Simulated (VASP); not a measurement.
# Si (P-4m2) in VASP: single point with LDA

Aim: the single point of Si with LDA.

Everything below comes from runs of VASP 6.6.1. Logs are shortened: lines on timing, memory, paths and dates and some standing lists are left out, and cuts for length are marked.

## (1) The cell of the first run

The structure is tetragonal, space group P-4m2 (No. 115). Conventional cell: a = 3.820 Å, b = 3.820 Å, c = 5.780 Å, α = 90.00°, β = 90.00°, γ = 90.00°. Si (site symmetry 2mm) has 4 Si at 2.37 to 2.42 Å within 3.1 Å. Si (site symmetry -4m2) has 4 Si at 2.42 Å within 3.2 Å. Si (site symmetry -4m2) has 4 Si at 2.37 Å within 3.1 Å.

## (2) Single point, LDA (atoms displaced along a vibrational mode, the cell strained)

File INCAR:

```
SYSTEM = Si
  PREC = Accurate
  ENCUT = 520
  EDIFF = 1E-7
  ISMEAR = 0
  SIGMA = 0.05
  LREAL = .False.
  LASPH = .True.
  NELM = 80
  ALGO = Normal
  ISIF = 2
  LWAVE = .False.
  LCHARG = .False.
  GGA = CA
  NBANDS = 16
```

File KPOINTS:

```
Automatic mesh
0
Gamma
  10 10 6
  0 0 0
```

File POSCAR:

```
Si
1.0
    0.0000000000     -2.7007989451     -2.7007989451
    0.0000000000      2.7007989451     -2.7007989451
    5.7797097425      0.0000000000      0.0000000000
Si
4
Direct
    0.5000000000      0.5000000000     -0.0061093033
    0.0000000000      0.0000000000      0.5061093033
    0.0000000000      0.5000000000      0.2500000000
    0.5000000000      0.0000000000      0.7500000000
```

Potentials or basis: VASP PAW LDA potentials, release 64 (Si).

Command:

```bash
$ cat potpaw_LDA.64/Si/POTCAR > POTCAR
$ mpirun -np 1 vasp_std > vasp.out
```

OUTCAR:

```text
SYSTEM = Si
   PREC = Accurate
   ENCUT = 520
   EDIFF = 1E-7
   ISMEAR = 0
   LREAL = .False.
   LASPH = .True.
   NELM = 80
   ISIF = 2
   GGA = CA

 ion  position               nearest neighbor table
   1  0.500  0.500  0.994-   4 2.37   4 2.37   3 2.42   3 2.42
   2  0.000  0.000  0.506-   4 2.37   4 2.37   3 2.42   3 2.42
   3  0.000  0.500  0.250-   1 2.42   2 2.42   2 2.42   1 2.42
   4  0.500  0.000  0.750-   1 2.37   2 2.37   1 2.37   2 2.37

  LATTYP: Found a simple tetragonal cell.
 ALAT       =     3.8195064974
 C/A-ratio  =     1.5132085117

  Lattice vectors:

 A1 = (   0.0000000000,  -2.7007989451,  -2.7007989451)
 A2 = (   0.0000000000,   2.7007989451,  -2.7007989451)
 A3 = (   5.7797097425,   0.0000000000,   0.0000000000)

Analysis of symmetry for initial positions (statically):
=====================================================================
 Subroutine PRICEL returns:
 Original cell was already a primitive cell.

 Routine SETGRP: Setting up the symmetry group for a
 simple tetragonal supercell.

 Subroutine GETGRP returns: Found  8 space group operations
 (whereof  4 operations were pure point group operations)
 out of a pool of 16 trial point group operations.

The static configuration has the point symmetry C_2v.
 The point group associated with its full space group is D_2d.

Analysis of symmetry for dynamics (positions and initial velocities):
=====================================================================
 Subroutine PRICEL returns:
 Original cell was already a primitive cell.

 Routine SETGRP: Setting up the symmetry group for a
 simple tetragonal supercell.

 Subroutine GETGRP returns: Found  8 space group operations
 (whereof  4 operations were pure point group operations)
 out of a pool of 16 trial point group operations.

The dynamic configuration has the point symmetry C_2v.
 The point group associated with its full space group is D_2d.

 Subroutine INISYM returns: Found  8 space group operations
 (whereof  4 operations are pure point group operations),
 and found     1 'primitive' translations

----------------------------------------------------------------------------------------

                                     Primitive cell

  volume of cell :      84.3180

  direct lattice vectors                    reciprocal lattice vectors
     0.000000000 -2.700798945 -2.700798945     0.000000000 -0.185130404 -0.185130404
     0.000000000  2.700798945 -2.700798945     0.000000000  0.185130404 -0.185130404
     5.779709742  0.000000000  0.000000000     0.173019069  0.000000000  0.000000000

  length of vectors
     3.819506497  3.819506497  5.779709742     0.261813928  0.261813928  0.173019069

  position of ions in fractional coordinates (direct lattice)
     0.500000000  0.500000000  0.993890697
     0.000000000  0.000000000  0.506109303
     0.000000000  0.500000000  0.250000000
     0.500000000  0.000000000  0.750000000

  ion indices of the primitive-cell ions
   primitive index   ion index
                 1           1
                 2           2
                 3           3
                 4           4

----------------------------------------------------------------------------------------

 KPOINTS: Automatic mesh

Automatic generation of k-mesh.
 Grid dimensions read from file:
 generate k-points for:   10   10    6

 Generating k-lattice:

  Cartesian coordinates                     Fractional coordinates (reciprocal lattice)
     0.000000000 -0.018513040 -0.018513040     0.100000000  0.000000000  0.000000000
     0.000000000  0.018513040 -0.018513040     0.000000000  0.100000000  0.000000000
     0.028836512  0.000000000  0.000000000     0.000000000  0.000000000  0.166666667

  Length of vectors
     0.026181393  0.026181393  0.028836512

  Shift w.r.t. Gamma in fractional coordinates (k-lattice)
     0.000000000  0.000000000  0.000000000

 Subroutine IBZKPT returns following result:
 ===========================================

 Found     84 irreducible k-points:

 Following reciprocal coordinates:
            Coordinates               Weight
  0.000000  0.000000  0.000000      1.000000
  0.100000  0.000000  0.000000      4.000000
  0.200000  0.000000  0.000000      4.000000
  0.300000  0.000000  0.000000      4.000000
  0.400000  0.000000  0.000000      4.000000
  0.500000  0.000000  0.000000      2.000000
[... 16 lines left out ...]
  0.100000  0.000000  0.166667      8.000000
  0.200000  0.000000  0.166667      8.000000
 [... further k-points ...]
   k-points           NKPTS =     84   k-points in BZ     NKDIM =     84   number of bands    NBANDS=     16
   number of dos      NEDOS =    301   number of ions     NIONS =      4
   total plane-waves  NPLWV =  37632
   dimension x,y,z NGX =    28 NGY =   28 NGZ =   48
   dimension x,y,z NGXF=    56 NGYF=   56 NGZF=   96
   ions per type =               4
   NGX,Y,Z   is equivalent  to a cutoff of  12.19, 12.19, 13.81 a.u.
   NGXF,Y,Z  is equivalent  to a cutoff of  24.37, 24.37, 27.61 a.u.
 SYSTEM =  Si
   PREC   = accura    normal or accurate (medium, high low for compatibility)
   ISTART =      0    job   : 0-new  1-cont  2-samecut
   ICHARG =      2    charge: 1-file 2-atom 10-const
   ISPIN  =      1    spin polarized calculation?
   LNONCOLLINEAR =      F non collinear calculations
   LSORBIT =      F    spin-orbit coupling
   LASPH  =      T    aspherical Exc in radial PAW
   ENCUT  =  520.0 eV  38.22 Ry    6.18 a.u.   7.10  7.10 10.75*2*pi/ulx,y,z
   NELM   =     80;   NELMIN=  2; NELMDL= -5     # of ELM steps
   EDIFF  = 0.1E-06   stopping-criterion for ELM
   LREAL  =      F    real-space projection
   EDIFFG = 0.1E-05   stopping-criterion for IOM
   NSW    =      0    number of steps for IOM
   IBRION =     -1    ionic relax: 0-MD 1-quasi-New 2-CG
   NFREE  =      0    steps in history (QN), initial steepest desc. (CG)
   ISIF   =      2    stress and relaxation
   ISYM   =      2    0-nonsym 1-usesym 2-fastsym
   POTIM  = 0.5000    time-step for ionic-motion
   TEBEG  =    0.0;   TEEND  =   0.0 temperature during run
   PSTRESS=    0.0 pullay stress
   NELECT =      16.0000    total number of electrons
   NUPDOWN=      -1.0000    fix difference up-down
   EMIN   =  10.00;   EMAX   =-10.00  energy-range for DOS
   EFERMI =   0.00;   METHOD = LEGACY
   ISMEAR =     0;   SIGMA  =   0.05  broadening in eV -4-tet -1-fermi 0-gaus
   EFERMI_NEDOS =   21; number of points for ismear=-14 and -15
   IALGO  =     38    algorithm
   IMIX   =      4    mixing-type and parameters
     AMIX     =   0.40;   BMIX     =  1.00
     AMIX_MAG =   1.60;   BMIX_MAG =  1.00
  volume/ion in A,a.u.               =      21.08       142.25
  Fermi-wavevector in a.u.,A,eV,Ry     =   0.940751  1.777761 12.041323  0.885012
  Thomas-Fermi vector in A             =   2.068194
   LORBIT       =      0    0 simple, 1 ext, 2 COOP (PROOUT), +10 PAW based schemes
   GGA     = CA    functional components
   LHFCALC =     F    Hartree Fock is set to
   AEXX    =    0.0000 exact exchange contribution
   IVDW    =     0    specifies the selected vdW correction
   LEPSILON=     F    determine dielectric tensor
   LRPA    =     F    only Hartree local field effects (RPA)
 non-spin polarized calculation
 Gauss-broadening in eV      SIGMA  =   0.05
  energy-cutoff  :      520.00
  volume of cell :       84.32
 maximum number of plane-waves:      2292
   NGX = 15   NGY = 15   NGZ = 21

 number of electron      16.0000000 magnetization

 Free energy of the ion-electron system (eV)
  ---------------------------------------------------
  ext. energy  EPLUGINS =         0.00000000
  ---------------------------------------------------
  free energy    TOTEN  =       -23.63702091 eV

  energy without entropy =      -23.63701196  energy(sigma->0) =      -23.63701644

 E-fermi :   5.5306     XC(G=0):  -9.4170

 val. band max:        5.4397329393   @ k =   0.0000   0.0000   0.0000
 cond. band min:       5.6295717379   @ k =   0.4000   0.4000   0.0000
 fundamental gap:      0.1898387986
 Fermi energy:         5.5306233048

 k-point     1 :       0.0000    0.0000    0.0000
  band No.  band energies     occupation
      1      -6.3568      2.00000
      2      -2.6359      2.00000
      3      -2.6336      2.00000
      4       2.8700      2.00000
      5       2.8700      2.00000
      6       4.9295      2.00000
[... 8 lines left out ...]
     15      12.3409      0.00000
     16      12.7305      0.00000

 k-point     2 :       0.1000    0.0000    0.0000
  band No.  band energies     occupation
      1      -6.2698      2.00000
      2      -2.6511      2.00000
      3      -2.5392      2.00000
      4       2.3233      2.00000
      5       2.9386      2.00000
      6       4.6083      2.00000
[... 8 lines left out ...]
     15      12.4078      0.00000
     16      13.0544      0.00000

 k-point     3 :       0.2000    0.0000    0.0000
  band No.  band energies     occupation
      1      -6.0113      2.00000
      2      -2.7542      2.00000
      3      -2.2531      2.00000
      4       1.4657      2.00000
      5       3.1403      2.00000
      6       3.2515      2.00000
[... 8 lines left out ...]
     15      12.2462      0.00000
     16      12.8280      0.00000

 k-point     4 :       0.3000    0.0000    0.0000
  band No.  band energies     occupation
      1      -5.5902      2.00000
      2      -3.0739      2.00000
      3      -1.7780      2.00000
      4       0.9633      2.00000
      5       1.9390      2.00000
      6       3.0396      2.00000
[... 8 lines left out ...]
     15      11.6688      0.00000
     16      11.9890      0.00000
[... 324 lines left out ...]
 k-point    22 :       0.0000    0.0000    0.1667
  band No.  band energies     occupation
      1      -6.2501      2.00000
      2      -3.7292      2.00000
      3      -1.3914      2.00000
      4       2.9654      2.00000
      5       2.9654      2.00000
      6       4.2028      2.00000
[... 8 lines left out ...]
     15      11.4918      0.00000
     16      13.1743      0.00000

 k-point    23 :       0.1000    0.0000    0.1667
  band No.  band energies     occupation
      1      -6.1638      2.00000
      2      -3.6697      2.00000
      3      -1.3886      2.00000
      4       2.4410      2.00000
      5       3.0327      2.00000
      6       3.6438      2.00000
[... 8 lines left out ...]
     15      11.6406      0.00000
     16      12.9733      0.00000

 k-point    24 :       0.2000    0.0000    0.1667
  band No.  band energies     occupation
      1      -5.9078      2.00000
      2      -3.5250      2.00000
      3      -1.4208      2.00000
      4       1.6560      2.00000
      5       2.5007      2.00000
      6       3.2295      2.00000
[... 8 lines left out ...]
     15      11.7892      0.00000
     16      12.2089      0.00000

 [... further k-points ...]

------------------------ aborting loop because EDIFF is reached ----------------------------------------

  FORCE on cell =-STRESS in cart. coord.  units (eV):
  Direction    XX          YY          ZZ          XY          YZ          ZX
  --------------------------------------------------------------------------------------
  -------------------------------------------------------------------------------------
  Total       -5.4976882     -1.6999503     -1.6999503      0.0000000      0.0000000      0.0000000
  in kB     -104.4648422    -32.3017659    -32.3017659      0.0000000      0.0000000      0.0000000
  external PRESSURE =     -56.3561247 kB  Pullay stress =       0.0000000 kB

 VOLUME and BASIS-vectors are now :
 -----------------------------------------------------------------------------
  energy-cutoff  :      520.00
  volume of cell :       84.32
      direct lattice vectors                 reciprocal lattice vectors
     0.000000000 -2.700798945 -2.700798945     0.000000000 -0.185130404 -0.185130404
     0.000000000  2.700798945 -2.700798945     0.000000000  0.185130404 -0.185130404
     5.779709742  0.000000000  0.000000000     0.173019069  0.000000000  0.000000000

 POSITION                                       TOTAL-FORCE (eV/Angst)
 -----------------------------------------------------------------------------------
      5.74440      0.00000     -2.70080         0.535391      0.000000      0.000000
      2.92516      0.00000      0.00000        -0.535391      0.000000      0.000000
      1.44493      1.35040     -1.35040         0.000000      0.000000      0.000000
      4.33478     -1.35040     -1.35040        -0.000000     -0.000000     -0.000000
 -----------------------------------------------------------------------------------
    total drift:                               -0.000000     -0.000000      0.000000

  FREE ENERGIE OF THE ION-ELECTRON SYSTEM (eV)
  ---------------------------------------------------
  free  energy   TOTEN  =       -23.6370209120 eV

  energy  without entropy=      -23.6370119587  energy(sigma->0) =      -23.63701644
```

It took 56 s on 1 thread of AMD EPYC 7R13 (Zen 3), shared host; peak memory 0.17 GiB.

What came out:

```
Free energy            : -23.6370 eV
Pressure               : -5.6 GPa
Largest force          : 0.535 eV/Å
Band gap on the k mesh : 0.19 eV
```

Forces in eV/Å, atoms in the order of the input:
```
Si   0.535  0.000  0.000
Si  -0.535  0.000  0.000
Si   0.000  0.000  0.000
Si   0.000  0.000  0.000
```

Caveat: the cell differs from its parent crystal (atoms displaced along a vibrational mode, the cell strained); the stress differs along the axes, from -10 to -3 GPa; semilocal functionals underestimate gaps, and a narrow one can read as zero.
